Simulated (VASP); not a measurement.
# MgSe (hm.bB) (Fm-3m) in VASP: single point with PBE

Aim: the single point of MgSe (hm.bB) with PBE.

Program: VASP 6.6.1. These are calculated values, not measurements. Logs are shortened: lines on timing, memory, paths and dates and some standing lists are left out, and cuts for length are marked.

## Step 1: The cell of the first run

It takes space group Fm-3m (No. 225, cubic). Conventional cell: a = 5.450 Å, b = 5.450 Å, c = 5.450 Å, α = 90.00°, β = 90.00°, γ = 90.00°. Within 3.6 Å of Mg (site symmetry m-3m) lie 6 Se at 2.73 Å. Se (site symmetry m-3m) has 6 Mg at 2.73 Å within 3.6 Å.

## Step 2: Single point, PBE

INCAR

```
  PREC = Accurate
  ENCUT = 600
  EDIFF = 1E-6
  ISMEAR = 0
  SIGMA = 0.1
  LREAL = F
  LASPH = T
  NELM = 120
  ALGO = Normal
  ISIF = 2
  LWAVE = F
  LCHARG = F
  GGA = PE
  NBANDS = 11
  GGA_COMPAT = F
```

KPOINTS

```
regular mesh
0
Gamma
  6 6 6
```

POSCAR

```
MgSe
1.0
    0.0000000000      2.7250000000      2.7250000000
    2.7250000000      0.0000000000      2.7250000000
    2.7250000000      2.7250000000      0.0000000000
Mg Se
1 1
Direct
    0.0000000000      0.0000000000      0.0000000000
    0.5000000000      0.5000000000      0.5000000000
```

Potentials or basis: VASP PAW PBE potentials, release 64 (Mg, Se).

Started as:

```bash
cat potpaw_PBE.64/Mg/POTCAR potpaw_PBE.64/Se/POTCAR > POTCAR
mpirun -np 1 vasp_std > vasp.out
```

OUTCAR:

```text
PREC = Accurate
   ENCUT = 600
   EDIFF = 1E-6
   ISMEAR = 0
   LREAL = F
   LASPH = T
   NELM = 120
   ISIF = 2
   GGA = PE

 ion  position               nearest neighbor table
   1  0.000  0.000  0.000-   2 2.73   2 2.73   2 2.73   2 2.73   2 2.73   2 2.73
   2  0.500  0.500  0.500-   1 2.73   1 2.73   1 2.73   1 2.73   1 2.73   1 2.73

  LATTYP: Found a face centered cubic cell.
 ALAT       =     5.4500000000

  Lattice vectors:

 A1 = (   0.0000000000,   2.7250000000,   2.7250000000)
 A2 = (   2.7250000000,   0.0000000000,   2.7250000000)
 A3 = (   2.7250000000,   2.7250000000,   0.0000000000)

Analysis of symmetry for initial positions (statically):
=====================================================================
 Subroutine PRICEL returns:
 Original cell was already a primitive cell.

 Routine SETGRP: Setting up the symmetry group for a
 face centered cubic supercell.

 Subroutine GETGRP returns: Found 48 space group operations
[... 9 lines left out ...]

 Routine SETGRP: Setting up the symmetry group for a
 face centered cubic supercell.

 Subroutine GETGRP returns: Found 48 space group operations
[... 11 lines left out ...]
                                     Primitive cell

  volume of cell :      40.4697

  direct lattice vectors                    reciprocal lattice vectors
     0.000000000  2.725000000  2.725000000    -0.183486239  0.183486239  0.183486239
     2.725000000  0.000000000  2.725000000     0.183486239 -0.183486239  0.183486239
     2.725000000  2.725000000  0.000000000     0.183486239  0.183486239 -0.183486239

  length of vectors
     3.853731957  3.853731957  3.853731957     0.317807488  0.317807488  0.317807488

  position of ions in fractional coordinates (direct lattice)
     0.000000000  0.000000000  0.000000000
     0.500000000  0.500000000  0.500000000

  ion indices of the primitive-cell ions
   primitive index   ion index
                 1           1
                 2           2

----------------------------------------------------------------------------------------

 KPOINTS: regular mesh

Automatic generation of k-mesh.
 Grid dimensions read from file:
 generate k-points for:    6    6    6

 Generating k-lattice:

  Cartesian coordinates                     Fractional coordinates (reciprocal lattice)
    -0.030581040  0.030581040  0.030581040     0.166666667  0.000000000  0.000000000
     0.030581040 -0.030581040  0.030581040     0.000000000  0.166666667  0.000000000
     0.030581040  0.030581040 -0.030581040     0.000000000  0.000000000  0.166666667

  Length of vectors
     0.052967915  0.052967915  0.052967915

  Shift w.r.t. Gamma in fractional coordinates (k-lattice)
     0.000000000  0.000000000  0.000000000

 Subroutine IBZKPT returns following result:
 ===========================================

 Found     16 irreducible k-points:

 Following reciprocal coordinates:
            Coordinates               Weight
  0.000000  0.000000  0.000000      1.000000
  0.166667  0.000000  0.000000      8.000000
  0.333333  0.000000  0.000000      8.000000
  0.500000  0.000000  0.000000      4.000000
  0.166667  0.166667  0.000000      6.000000
  0.333333  0.166667  0.000000     24.000000
[... 8 lines left out ...]
 -0.333333  0.333333  0.166667     24.000000
 -0.333333  0.500000  0.166667     12.000000
   k-points           NKPTS =     16   k-points in BZ     NKDIM =     16   number of bands    NBANDS=     11
   number of dos      NEDOS =    301   number of ions     NIONS =      2
   total plane-waves  NPLWV =  32768
   dimension x,y,z NGX =    32 NGY =   32 NGZ =   32
   dimension x,y,z NGXF=    64 NGYF=   64 NGZF=   64
   ions per type =               1   1
   NGX,Y,Z   is equivalent  to a cutoff of  13.80, 13.80, 13.80 a.u.
   NGXF,Y,Z  is equivalent  to a cutoff of  27.61, 27.61, 27.61 a.u.
 SYSTEM =  unknown system
   PREC   = accura    normal or accurate (medium, high low for compatibility)
   ISTART =      0    job   : 0-new  1-cont  2-samecut
   ICHARG =      2    charge: 1-file 2-atom 10-const
   ISPIN  =      1    spin polarized calculation?
   LNONCOLLINEAR =      F non collinear calculations
   LSORBIT =      F    spin-orbit coupling
   LASPH  =      T    aspherical Exc in radial PAW
   ENCUT  =  600.0 eV  44.10 Ry    6.64 a.u.   7.70  7.70  7.70*2*pi/ulx,y,z
   NELM   =    120;   NELMIN=  2; NELMDL= -5     # of ELM steps
   EDIFF  = 0.1E-05   stopping-criterion for ELM
   LREAL  =      F    real-space projection
   EDIFFG = 0.1E-04   stopping-criterion for IOM
   NSW    =      0    number of steps for IOM
   IBRION =     -1    ionic relax: 0-MD 1-quasi-New 2-CG
   NFREE  =      0    steps in history (QN), initial steepest desc. (CG)
   ISIF   =      2    stress and relaxation
   ISYM   =      2    0-nonsym 1-usesym 2-fastsym
   POTIM  = 0.5000    time-step for ionic-motion
   TEBEG  =    0.0;   TEEND  =   0.0 temperature during run
   PSTRESS=    0.0 pullay stress
   NELECT =       8.0000    total number of electrons
   NUPDOWN=      -1.0000    fix difference up-down
   EMIN   =  10.00;   EMAX   =-10.00  energy-range for DOS
   EFERMI =   0.00;   METHOD = LEGACY
   ISMEAR =     0;   SIGMA  =   0.10  broadening in eV -4-tet -1-fermi 0-gaus
   EFERMI_NEDOS =   21; number of points for ismear=-14 and -15
   IALGO  =     38    algorithm
   IMIX   =      4    mixing-type and parameters
     AMIX     =   0.40;   BMIX     =  1.00
     AMIX_MAG =   1.60;   BMIX_MAG =  1.00
  volume/ion in A,a.u.               =      20.23       136.55
  Fermi-wavevector in a.u.,A,eV,Ry     =   0.953663  1.802162 12.374136  0.909473
  Thomas-Fermi vector in A             =   2.082339
   LORBIT       =      0    0 simple, 1 ext, 2 COOP (PROOUT), +10 PAW based schemes
   GGA     = PE    functional components
   LHFCALC =     F    Hartree Fock is set to
   AEXX    =    0.0000 exact exchange contribution
   IVDW    =     0    specifies the selected vdW correction
   LEPSILON=     F    determine dielectric tensor
   LRPA    =     F    only Hartree local field effects (RPA)
 non-spin polarized calculation
 Gauss-broadening in eV      SIGMA  =   0.10
  energy-cutoff  :      600.00
  volume of cell :       40.47
 maximum number of plane-waves:      1363
   NGX = 15   NGY = 15   NGZ = 15

 number of electron       8.0000000 magnetization

 Free energy of the ion-electron system (eV)
  ---------------------------------------------------
  ext. energy  EPLUGINS =         0.00000000
  ---------------------------------------------------
  free energy    TOTEN  =        -7.47836222 eV

  energy without entropy =       -7.47836222  energy(sigma->0) =       -7.47836222

 E-fermi :   3.6606     XC(G=0):  -9.4907

 val. band max:        3.2365447139   @ k =   0.0000   0.0000   0.0000
 cond. band min:       5.0360886495   @ k =   0.5000   0.5000   0.0000
 fundamental gap:      1.7995439356
 Fermi energy:         3.6605614299

 k-point     1 :       0.0000    0.0000    0.0000
  band No.  band energies     occupation
      1      -9.7105      2.00000
      2       3.2365      2.00000
      3       3.2365      2.00000
      4       3.2365      2.00000
      5       5.8360      0.00000
      6      10.6454      0.00000
      7      10.6454      0.00000
      8      10.6454      0.00000
      9      13.2050      0.00000
     10      13.2050      0.00000
     11      14.2136      0.00000

 k-point     2 :       0.1667    0.0000    0.0000
  band No.  band energies     occupation
      1      -9.4786      2.00000
      2       1.4056      2.00000
      3       3.0678      2.00000
      4       3.0678      2.00000
      5       7.1335      0.00000
      6      10.3720      0.00000
      7      10.8241      0.00000
      8      10.8241      0.00000
      9      12.1313      0.00000
     10      12.1313      0.00000
     11      13.7470      0.00000

 k-point     3 :       0.3333    0.0000    0.0000
  band No.  band energies     occupation
      1      -8.9281      2.00000
      2      -0.7863      2.00000
      3       2.7788      2.00000
      4       2.7788      2.00000
      5       7.2495      0.00000
      6       9.7823      0.00000
      7       9.7823      0.00000
      8      11.8287      0.00000
      9      13.1785      0.00000
     10      14.0250      0.00000
     11      14.0250      0.00000

 k-point     4 :       0.5000    0.0000    0.0000
  band No.  band energies     occupation
      1      -8.5868      2.00000
      2      -1.7198      2.00000
      3       2.6527      2.00000
      4       2.6527      2.00000
      5       7.0622      0.00000
      6       9.3326      0.00000
      7       9.3326      0.00000
      8      11.8657      0.00000
      9      14.6859      0.00000
     10      17.1253      0.00000
     11      17.1253      0.00000

 k-point     5 :       0.1667    0.1667    0.0000
  band No.  band energies     occupation
      1      -9.4031      2.00000
      2       1.5013      2.00000
      3       2.6606      2.00000
      4       2.6606      2.00000
      5       7.7205      0.00000
      6       9.1895      0.00000
      7      10.1741      0.00000
      8      11.7866      0.00000
      9      11.7866      0.00000
     10      13.6627      0.00000
     11      15.3984      0.00000

 k-point     6 :       0.3333    0.1667    0.0000
  band No.  band energies     occupation
      1      -8.9583      2.00000
      2      -0.1213      2.00000
      3       2.1789      2.00000
      4       2.2966      2.00000
      5       7.6895      0.00000
      6       9.1834      0.00000
      7      10.0022      0.00000
      8      11.4041      0.00000
      9      13.4673      0.00000
     10      14.9978      0.00000
     11      15.2853      0.00000

 k-point     7 :       0.5000    0.1667    0.0000
  band No.  band energies     occupation
      1      -8.5171      2.00000
      2      -1.3207      2.00000
      3       1.5697      2.00000
      4       2.2790      2.00000
      5       7.5139      0.00000
      6       9.0541      0.00000
      7      10.3624      0.00000
      8      12.1504      0.00000
      9      14.0053      0.00000
     10      16.0763      0.00000
     11      17.1329      0.00000

 k-point     8 :      -0.3333    0.1667    0.0000
  band No.  band energies     occupation
      1      -8.6294      2.00000
      2      -1.0429      2.00000
      3       1.3616      2.00000
      4       2.6161      2.00000
      5       8.0671      0.00000
      6       9.1079      0.00000
      7       9.9879      0.00000
      8      11.9926      0.00000
      9      13.7664      0.00000
     10      14.7702      0.00000
     11      16.3417      0.00000

 k-point     9 :      -0.1667    0.1667    0.0000
  band No.  band energies     occupation
      1      -9.1373      2.00000
      2       0.3056      2.00000
      3       1.9468      2.00000
      4       3.0380      2.00000
      5       8.3710      0.00000
      6       9.9214      0.00000
      7      10.0256      0.00000
      8      10.3567      0.00000
      9      11.7282      0.00000
     10      14.7431      0.00000
     11      15.3514      0.00000

 k-point    10 :       0.3333    0.3333    0.0000
  band No.  band energies     occupation
      1      -8.6910      2.00000
      2      -0.3125      2.00000
      3       1.7962      2.00000
      4       1.7962      2.00000
      5       6.1381      0.00000
      6       7.7107      0.00000
      7      12.3524      0.00000
      8      13.9260      0.00000
      9      13.9260      0.00000
     10      14.8895      0.00000
     11      18.4539      0.00000

 k-point    11 :       0.5000    0.3333    0.0000
  band No.  band energies     occupation
      1      -8.3566      2.00000
      2      -0.7835      2.00000
      3       0.7827      2.00000
      4       1.6911      2.00000
      5       6.0217      0.00000
      6       8.4216      0.00000
      7      12.6859      0.00000
      8      12.7975      0.00000
      9      15.1001      0.00000
     10      17.7947      0.00000
     11      18.1709      0.00000

 k-point    12 :      -0.3333    0.3333    0.0000
  band No.  band energies     occupation
      1      -8.3255      2.00000
      2      -0.5496      2.00000
      3      -0.1759      2.00000
      4       2.0438      2.00000
      5       6.8032      0.00000
      6      10.5461      0.00000
      7      11.3459      0.00000
      8      12.2301      0.00000
      9      13.4360      0.00000
     10      14.9425      0.00000
     11      17.9401      0.00000

 k-point    13 :       0.5000    0.5000    0.0000
  band No.  band energies     occupation
      1      -8.2638      2.00000
      2      -1.0346      2.00000
      3       1.4473      2.00000
      4       1.4473      2.00000
      5       5.0361      0.00000
      6       7.1924      0.00000
      7      14.9923      0.00000
      8      15.4249      0.00000
      9      15.4249      0.00000
     10      15.8635      0.00000
     11      19.1408      0.00000

 k-point    14 :       0.5000    0.3333    0.1667
  band No.  band energies     occupation
      1      -8.5559      2.00000
      2      -0.6118      2.00000
      3       0.9440      2.00000
      4       1.9218      2.00000
      5       7.6389      0.00000
      6       9.4333      0.00000
      7       9.7574      0.00000
      8      12.4459      0.00000
      9      14.0980      0.00000
     10      16.6025      0.00000
     11      17.5488      0.00000

 k-point    15 :      -0.3333    0.3333    0.1667
  band No.  band energies     occupation
      1      -8.3254      2.00000
      2      -0.8198      2.00000
      3       0.4238      2.00000
      4       1.5355      2.00000
      5       7.7894      0.00000
      6       9.2230      0.00000
      7      11.5570      0.00000
      8      11.5594      0.00000
      9      14.2674      0.00000
     10      15.8044      0.00000
     11      18.4522      0.00000

 k-point    16 :      -0.3333    0.5000    0.1667
  band No.  band energies     occupation
      1      -8.2375      2.00000
      2      -0.6007      2.00000
      3       0.5523      2.00000
      4       0.8359      2.00000
      5       6.8202      0.00000
      6       9.0370      0.00000
      7      11.4342      0.00000
      8      12.7274      0.00000
      9      15.8390      0.00000
     10      17.1222      0.00000
     11      17.8533      0.00000

------------------------ aborting loop because EDIFF is reached ----------------------------------------

  FORCE on cell =-STRESS in cart. coord.  units (eV):
  Direction    XX          YY          ZZ          XY          YZ          ZX
  --------------------------------------------------------------------------------------
  -------------------------------------------------------------------------------------
  Total        0.4994388      0.4994388      0.4994388      0.0000000      0.0000000     -0.0000000
  in kB       19.7725815     19.7725815     19.7725815      0.0000000      0.0000000     -0.0000000
  external PRESSURE =      19.7725815 kB  Pullay stress =       0.0000000 kB

 VOLUME and BASIS-vectors are now :
 -----------------------------------------------------------------------------
  energy-cutoff  :      600.00
  volume of cell :       40.47
      direct lattice vectors                 reciprocal lattice vectors
     0.000000000  2.725000000  2.725000000    -0.183486239  0.183486239  0.183486239
     2.725000000  0.000000000  2.725000000     0.183486239 -0.183486239  0.183486239
     2.725000000  2.725000000  0.000000000     0.183486239  0.183486239 -0.183486239

 POSITION                                       TOTAL-FORCE (eV/Angst)
 -----------------------------------------------------------------------------------
      0.00000      0.00000      0.00000         0.000000      0.000000      0.000000
      2.72500      2.72500      2.72500         0.000000      0.000000     -0.000000
 -----------------------------------------------------------------------------------
    total drift:                               -0.000000     -0.000000      0.000000

  FREE ENERGIE OF THE ION-ELECTRON SYSTEM (eV)
  ---------------------------------------------------
  free  energy   TOTEN  =        -7.4783622192 eV

  energy  without entropy=       -7.4783622192  energy(sigma->0) =       -7.47836222
```

Wall time 7.3 s (1 thread of Intel Xeon Platinum 8375C at 2.90GHz (Ice Lake), shared host); peak memory 0.17 GiB.

What came out:

- Free energy: -7.4784 eV
- Pressure: 2.0 GPa
- Band gap on the k mesh: 1.80 eV, indirect (least direct gap 2.60 eV)

Levels at points of the mesh, in eV from the valence-band top:
| k point | band 2 | band 3 | band 4 | band 5 | band 6 | band 7 |
| --- | --- | --- | --- | --- | --- | --- |
| (0.00, 0.00, 0.00) | 0.00 | 0.00 | 0.00 | 2.60 | 7.41 | 7.41 |
| (0.50, 0.00, 0.00) | -4.96 | -0.58 | -0.58 | 3.83 | 6.10 | 6.10 |
| (0.50, 0.50, 0.00) | -4.27 | -1.79 | -1.79 | 1.80 | 3.96 | 11.76 |

A k mesh can miss the band edges. PBE gaps usually lie below the measured ones, often by a third to a half.
